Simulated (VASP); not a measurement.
# Na3OsRu (P6/mmm) in VASP: notebook

The runs below take Na3OsRu through single point, relaxation of cell and atoms, with PBE.

Program: VASP 6.6.1. These are calculated values, not measurements. Logs are shortened: lines on timing, memory, paths and dates and some standing lists are left out, and cuts for length are marked.

## (1) The cell of the first run

Symmetry: P6/mmm, No. 191, hexagonal system. The conventional cell has a = 5.153 Å, b = 5.153 Å, c = 4.171 Å, α = 90.00°, β = 90.00°, γ = 120.00°. Na (site symmetry mmm) has 4 Na at 2.58 Å and 2 Os at 2.58 Å and 4 Ru at 3.31 Å within 3.4 Å. Within 2.8 Å of Ru (site symmetry 6/mmm) lie 2 Os at 2.09 Å. Within 2.8 Å of Os (site symmetry 6/mmm) lie 2 Ru at 2.09 Å and 6 Na at 2.58 Å.

## (2) Single point, PBE

The input, INCAR:

```
PREC = Accurate
ENCUT = 520
EDIFF = 1E-7
ISMEAR = 0
SIGMA = 0.1
LREAL = F
LASPH = T
NELM = 60
ALGO = Normal
ISIF = 2
LWAVE = F
LCHARG = F
GGA = PE
NBANDS = 30
```

The input, KPOINTS:

```
Automatic mesh
0
Gamma
  6 6 4
```

The input, POSCAR:

```
Na3OsRu
1.0
    5.1527161600      0.0000000000      0.0000000000
   -2.5763580800      4.4623830900      0.0000000000
    0.0000000000      0.0000000000      4.1710848300
Na Ru Os
3 1 1
Direct
    0.5000000000      0.0000000000      0.5000000000
    0.0000000000      0.5000000000      0.5000000000
    0.5000000000      0.5000000000      0.5000000000
    0.0000000000      0.0000000000      0.0000000000
    0.0000000000      0.0000000000      0.5000000000
```

Potentials or basis: VASP PAW PBE potentials, release 64 (Na_pv, Ru_pv, Os).

Started as:

```bash
> cat potpaw_PBE.64/Na_pv/POTCAR potpaw_PBE.64/Ru_pv/POTCAR potpaw_PBE.64/Os/POTCAR > POTCAR
> mpirun -np 1 vasp_std > vasp.out
```

OUTCAR:

```text
PREC = Accurate
   ENCUT = 520
   EDIFF = 1E-7
   ISMEAR = 0
   LREAL = F
   LASPH = T
   NELM = 60
   ISIF = 2
   GGA = PE

 ion  position               nearest neighbor table
   1  0.500  0.000  0.500-   2 2.58   3 2.58   3 2.58   2 2.58   5 2.58   5 2.58
   2  0.000  0.500  0.500-   1 2.58   5 2.58   5 2.58   1 2.58   3 2.58   3 2.58
   3  0.500  0.500  0.500-   1 2.58   5 2.58   1 2.58   5 2.58   2 2.58   2 2.58
   4  0.000  0.000  0.000-   5 2.09   5 2.09
   5  0.000  0.000  0.500-   4 2.09   4 2.09   2 2.58   3 2.58   2 2.58   3 2.58   1 2.58   1 2.58

  LATTYP: Found a hexagonal cell.
 ALAT       =     5.1527161600
 C/A-ratio  =     0.8094924503

  Lattice vectors:

 A1 = (   5.1527161600,   0.0000000000,   0.0000000000)
 A2 = (  -2.5763580800,   4.4623830900,   0.0000000000)
 A3 = (   0.0000000000,   0.0000000000,   4.1710848300)

Analysis of symmetry for initial positions (statically):
=====================================================================
 Subroutine PRICEL returns:
 Original cell was already a primitive cell.

 Routine SETGRP: Setting up the symmetry group for a
 hexagonal supercell.

 Subroutine GETGRP returns: Found 24 space group operations
 (whereof 24 operations were pure point group operations)
 out of a pool of 24 trial point group operations.

The static configuration has the point symmetry D_6h.

Analysis of symmetry for dynamics (positions and initial velocities):
=====================================================================
 Subroutine PRICEL returns:
 Original cell was already a primitive cell.

 Routine SETGRP: Setting up the symmetry group for a
 hexagonal supercell.

 Subroutine GETGRP returns: Found 24 space group operations
 (whereof 24 operations were pure point group operations)
 out of a pool of 24 trial point group operations.

The dynamic configuration has the point symmetry D_6h.

 Subroutine INISYM returns: Found 24 space group operations
 (whereof 24 operations are pure point group operations),
 and found     1 'primitive' translations

----------------------------------------------------------------------------------------

                                     Primitive cell

  volume of cell :      95.9074

  direct lattice vectors                    reciprocal lattice vectors
     5.152716160  0.000000000  0.000000000     0.194072402  0.112047753  0.000000000
    -2.576358080  4.462383090  0.000000000     0.000000000  0.224095507  0.000000000
     0.000000000  0.000000000  4.171084830     0.000000000  0.000000000  0.239745783

  length of vectors
     5.152716160  5.152716157  4.171084830     0.224095507  0.224095507  0.239745783

  position of ions in fractional coordinates (direct lattice)
     0.500000000  0.000000000  0.500000000
     0.000000000  0.500000000  0.500000000
     0.500000000  0.500000000  0.500000000
     0.000000000  0.000000000  0.000000000
     0.000000000  0.000000000  0.500000000

  ion indices of the primitive-cell ions
   primitive index   ion index
                 1           1
                 2           2
                 3           3
                 4           4
                 5           5

----------------------------------------------------------------------------------------

 KPOINTS: Automatic mesh

Automatic generation of k-mesh.
 Grid dimensions read from file:
 generate k-points for:    6    6    4

 Generating k-lattice:

  Cartesian coordinates                     Fractional coordinates (reciprocal lattice)
     0.032345400  0.018674626  0.000000000     0.166666667  0.000000000  0.000000000
     0.000000000  0.037349251  0.000000000     0.000000000  0.166666667  0.000000000
     0.000000000  0.000000000  0.059936446     0.000000000  0.000000000  0.250000000

  Length of vectors
     0.037349251  0.037349251  0.059936446

  Shift w.r.t. Gamma in fractional coordinates (k-lattice)
     0.000000000  0.000000000  0.000000000

 Subroutine IBZKPT returns following result:
 ===========================================

 Found     21 irreducible k-points:

 Following reciprocal coordinates:
            Coordinates               Weight
  0.000000  0.000000  0.000000      1.000000
  0.166667  0.000000  0.000000      6.000000
  0.333333  0.000000  0.000000      6.000000
  0.500000 -0.000000  0.000000      3.000000
  0.166667  0.166667  0.000000      6.000000
  0.333333  0.166667  0.000000     12.000000
[... 13 lines left out ...]
  0.333333  0.166667  0.500000     12.000000
  0.333333  0.333333  0.500000      2.000000
   k-points           NKPTS =     21   k-points in BZ     NKDIM =     21   number of bands    NBANDS=     30
   number of dos      NEDOS =    301   number of ions     NIONS =      5
   total plane-waves  NPLWV =  51200
   dimension x,y,z NGX =    40 NGY =   40 NGZ =   32
   dimension x,y,z NGXF=    80 NGYF=   80 NGZF=   64
   ions per type =               3   1   1
   NGX,Y,Z   is equivalent  to a cutoff of  12.91, 12.91, 12.75 a.u.
   NGXF,Y,Z  is equivalent  to a cutoff of  25.81, 25.81, 25.51 a.u.
 SYSTEM =  unknown system
   PREC   = accura    normal or accurate (medium, high low for compatibility)
   ISTART =      0    job   : 0-new  1-cont  2-samecut
   ICHARG =      2    charge: 1-file 2-atom 10-const
   ISPIN  =      1    spin polarized calculation?
   LNONCOLLINEAR =      F non collinear calculations
   LSORBIT =      F    spin-orbit coupling
   LASPH  =      T    aspherical Exc in radial PAW
   ENCUT  =  520.0 eV  38.22 Ry    6.18 a.u.   9.58  9.58  7.76*2*pi/ulx,y,z
   NELM   =     60;   NELMIN=  2; NELMDL= -5     # of ELM steps
   EDIFF  = 0.1E-06   stopping-criterion for ELM
   LREAL  =      F    real-space projection
   EDIFFG = 0.1E-05   stopping-criterion for IOM
   NSW    =      0    number of steps for IOM
   IBRION =     -1    ionic relax: 0-MD 1-quasi-New 2-CG
   NFREE  =      0    steps in history (QN), initial steepest desc. (CG)
   ISIF   =      2    stress and relaxation
   ISYM   =      2    0-nonsym 1-usesym 2-fastsym
   POTIM  = 0.5000    time-step for ionic-motion
   TEBEG  =    0.0;   TEEND  =   0.0 temperature during run
   PSTRESS=    0.0 pullay stress
   NELECT =      43.0000    total number of electrons
   NUPDOWN=      -1.0000    fix difference up-down
   EMIN   =  10.00;   EMAX   =-10.00  energy-range for DOS
   EFERMI =   0.00;   METHOD = LEGACY
   ISMEAR =     0;   SIGMA  =   0.10  broadening in eV -4-tet -1-fermi 0-gaus
   EFERMI_NEDOS =   21; number of points for ismear=-14 and -15
   IALGO  =     38    algorithm
   IMIX   =      4    mixing-type and parameters
     AMIX     =   0.40;   BMIX     =  1.00
     AMIX_MAG =   1.60;   BMIX_MAG =  1.00
  volume/ion in A,a.u.               =      19.18       129.44
  Fermi-wavevector in a.u.,A,eV,Ry     =   1.252988  2.367804 21.360864  1.569979
  Thomas-Fermi vector in A             =   2.386862
   LORBIT       =      0    0 simple, 1 ext, 2 COOP (PROOUT), +10 PAW based schemes
   GGA     = PE    functional components
   LHFCALC =     F    Hartree Fock is set to
   AEXX    =    0.0000 exact exchange contribution
   IVDW    =     0    specifies the selected vdW correction
   LEPSILON=     F    determine dielectric tensor
   LRPA    =     F    only Hartree local field effects (RPA)
 non-spin polarized calculation
 Gauss-broadening in eV      SIGMA  =   0.10
  energy-cutoff  :      520.00
  volume of cell :       95.91
 maximum number of plane-waves:      2619
 NGX is ok and might be reduce to    40
   NGX = 19   NGY = 19   NGZ = 15

 number of electron      42.9999989 magnetization

 Free energy of the ion-electron system (eV)
  ---------------------------------------------------
  ext. energy  EPLUGINS =         0.00000000
  ---------------------------------------------------
  free energy    TOTEN  =       -15.23860925 eV

  energy without entropy =      -15.22486907  energy(sigma->0) =      -15.23173916

 E-fermi :   3.9089     XC(G=0):  -9.5833

 val. band max:        3.8845701751   @ k =   0.1667   0.1667   0.2500
 cond. band min:       3.9515584613   @ k =   0.3333   0.0000   0.2500
 fundamental gap:      0.0669882862
 Fermi energy:         3.9088565170

 k-point     1 :       0.0000    0.0000    0.0000
  band No.  band energies     occupation
      1     -39.2918      2.00000
      2     -38.3151      2.00000
      3     -38.3151      2.00000
      4     -21.1999      2.00000
      5     -20.8333      2.00000
      6     -20.8333      2.00000
[... 22 lines left out ...]
     29      10.8464      0.00000
     30      10.8464      0.00000

 k-point     2 :       0.1667    0.0000    0.0000
  band No.  band energies     occupation
      1     -39.2918      2.00000
      2     -38.3151      2.00000
      3     -38.3151      2.00000
      4     -21.1662      2.00000
      5     -20.8363      2.00000
      6     -20.8097      2.00000
[... 22 lines left out ...]
     29      11.3031      0.00000
     30      11.5568      0.00000

 k-point     3 :       0.3333    0.0000    0.0000
  band No.  band energies     occupation
      1     -39.2918      2.00000
      2     -38.3151      2.00000
      3     -38.3151      2.00000
      4     -21.0859      2.00000
      5     -20.8322      2.00000
      6     -20.7449      2.00000
[... 22 lines left out ...]
     29      11.0828      0.00000
     30      11.9469      0.00000

 k-point     4 :       0.5000   -0.0000    0.0000
  band No.  band energies     occupation
      1     -39.2918      2.00000
      2     -38.3152      2.00000
      3     -38.3151      2.00000
      4     -21.0366      2.00000
      5     -20.8023      2.00000
      6     -20.7138      2.00000
[... 22 lines left out ...]
     29      11.2032      0.00000
     30      11.3298      0.00000

 k-point     5 :       0.1667    0.1667    0.0000
  band No.  band energies     occupation
      1     -39.2918      2.00000
      2     -38.3151      2.00000
      3     -38.3151      2.00000
      4     -21.1064      2.00000
      5     -20.8427      2.00000
      6     -20.7611      2.00000
[... 22 lines left out ...]
     29      11.4018      0.00000
     30      12.2478      0.00000
[... 427 lines left out ...]
     29       8.9026      0.00000
     30       9.1501      0.00000

 k-point    19 :       0.1667    0.1667    0.5000
  band No.  band energies     occupation
      1     -39.7184      2.00000
      2     -38.3265      2.00000
      3     -38.3265      2.00000
      4     -21.1054      2.00000
      5     -20.8419      2.00000
      6     -20.7607      2.00000
[... 22 lines left out ...]
     29       9.9944      0.00000
     30      11.0201      0.00000

 k-point    20 :       0.3333    0.1667    0.5000
  band No.  band energies     occupation
      1     -39.7184      2.00000
      2     -38.3266      2.00000
      3     -38.3265      2.00000
      4     -21.0218      2.00000
      5     -20.8457      2.00000
      6     -20.7053      2.00000
[... 22 lines left out ...]
     29      10.3587      0.00000
     30      10.9966      0.00000

 k-point    21 :       0.3333    0.3333    0.5000
  band No.  band energies     occupation
      1     -39.7185      2.00000
      2     -38.3266      2.00000
      3     -38.3266      2.00000
      4     -20.9252      2.00000
      5     -20.9252      2.00000
      6     -20.7445      2.00000
[... 22 lines left out ...]
     29      11.8449      0.00000
     30      11.8449      0.00000

------------------------ aborting loop because EDIFF is reached ----------------------------------------

  FORCE on cell =-STRESS in cart. coord.  units (eV):
  Direction    XX          YY          ZZ          XY          YZ          ZX
  --------------------------------------------------------------------------------------
  -------------------------------------------------------------------------------------
  Total       16.3703929     16.3703929     31.5765596      0.0000000     -0.0000000      0.0000000
  in kB      273.4749752    273.4749749    527.5010138      0.0000000     -0.0000000      0.0000000
  external PRESSURE =     358.1503213 kB  Pullay stress =       0.0000000 kB

 VOLUME and BASIS-vectors are now :
 -----------------------------------------------------------------------------
  energy-cutoff  :      520.00
  volume of cell :       95.91
      direct lattice vectors                 reciprocal lattice vectors
     5.152716160  0.000000000  0.000000000     0.194072402  0.112047753  0.000000000
    -2.576358080  4.462383090  0.000000000     0.000000000  0.224095507  0.000000000
     0.000000000  0.000000000  4.171084830     0.000000000  0.000000000  0.239745783

 POSITION                                       TOTAL-FORCE (eV/Angst)
 -----------------------------------------------------------------------------------
      2.57636      0.00000      2.08554         0.000000      0.000000      0.000000
     -1.28818      2.23119      2.08554         0.000000      0.000000      0.000000
      1.28818      2.23119      2.08554        -0.000000      0.000000      0.000000
      0.00000      0.00000      0.00000         0.000000      0.000000      0.000000
      0.00000      0.00000      2.08554         0.000000      0.000000      0.000000
 -----------------------------------------------------------------------------------
    total drift:                               -0.000000      0.000000     -0.000000

  FREE ENERGIE OF THE ION-ELECTRON SYSTEM (eV)
  ---------------------------------------------------
  free  energy   TOTEN  =       -15.2386092548 eV

  energy  without entropy=      -15.2248690669  energy(sigma->0) =      -15.23173916
```

Run time: 35 s. Hardware: 1 thread of AMD EPYC 9R14 (Zen 4), shared host; peak memory 0.21 GiB.

Results:

| Property | Result |
| --- | --- |
| Free energy | -15.2386 eV |
| Pressure | 35.8 GPa |

Caveat: the k points lie up to 0.38 Å⁻¹ apart; spin-orbit coupling is left out, which moves the levels of the heavy elements.

## (3) Single point, PBE

This run uses another cell than the first one, of 29.84 Å³/atom, 1.556 times its volume.

The input, INCAR:

```
SYSTEM = Na3OsRu
PREC     = Accurate       ! precision mode
ENCUT    = 520            ! plane-wave cutoff, eV
EDIFF    = 1E-6           ! SCF threshold, eV
ISMEAR   = 0              ! smearing method
SIGMA    = 0.1            ! smearing width, eV
LREAL    = .FALSE.        ! projectors in reciprocal space
LASPH    = .TRUE.         ! aspherical terms in the spheres
NELM     = 60             ! most SCF steps
ALGO     = Normal         ! electronic algorithm
ISIF     = 2              ! what is computed and relaxed
LWAVE    = .FALSE.        ! write WAVECAR
LCHARG   = .FALSE.        ! write CHGCAR
GGA      = PE             ! functional
NBANDS   = 30             ! bands
```

The input, KPOINTS:

```
Automatic mesh
0
G
  6 6 4
  0 0 0
```

POSCAR, as its differences from that of step 2:

```diff
@@ -2,5 +2,5 @@
 1.0
-    5.1527161600      0.0000000000      0.0000000000
-   -2.5763580800      4.4623830900      0.0000000000
-    0.0000000000      0.0000000000      4.1710848300
+    6.1617528535      0.0000000000      0.0000000000
+   -3.0808764268      5.3362345030      0.0000000000
+    0.0000000000      0.0000000000      4.5383764617
 Na Ru Os
```

Potentials or basis: VASP PAW PBE potentials, release 64 (Na_pv, Ru_pv, Os).

Started as:

```bash
> cat potpaw_PBE.64/Na_pv/POTCAR potpaw_PBE.64/Ru_pv/POTCAR potpaw_PBE.64/Os/POTCAR > POTCAR
> mpirun -np 1 vasp_std > vasp.out
```

It took 60 s on 1 thread of AMD EPYC 9R14 (Zen 4), shared host; peak memory 0.29 GiB.

Results (log left out):

| Quantity | Value |
| --- | --- |
| Free energy | -18.9188 eV |
| Pressure | 0.1 GPa |

Levels at points of the mesh, in eV from the Fermi level:
| k point | band 17 | band 18 | band 19 | band 20 | band 21 | band 22 | band 23 | band 24 | band 25 | band 26 |
| --- | --- | --- | --- | --- | --- | --- | --- | --- | --- | --- |
| (0.00, 0.00, 0.00) | -1.78 | -1.78 | 0.20 | 0.20 | 0.87 | 1.32 | 1.32 | 1.94 | 2.35 | 2.71 |
| (0.50, 0.00, 0.00) | -1.82 | -1.60 | -1.47 | 0.20 | 0.24 | 0.65 | 1.16 | 1.89 | 2.71 | 2.71 |
| (0.00, 0.00, 0.50) | -1.72 | -1.67 | -1.23 | -1.15 | -0.98 | -0.98 | -0.78 | -0.78 | 2.87 | 3.42 |
| (0.50, 0.00, 0.50) | -1.74 | -1.60 | -1.14 | -1.00 | -0.88 | -0.83 | -0.71 | -0.45 | 0.76 | 1.71 |

Caveat: spin-orbit coupling is left out, which moves the levels of the heavy elements.

(Part 1 of 2 ends here.)
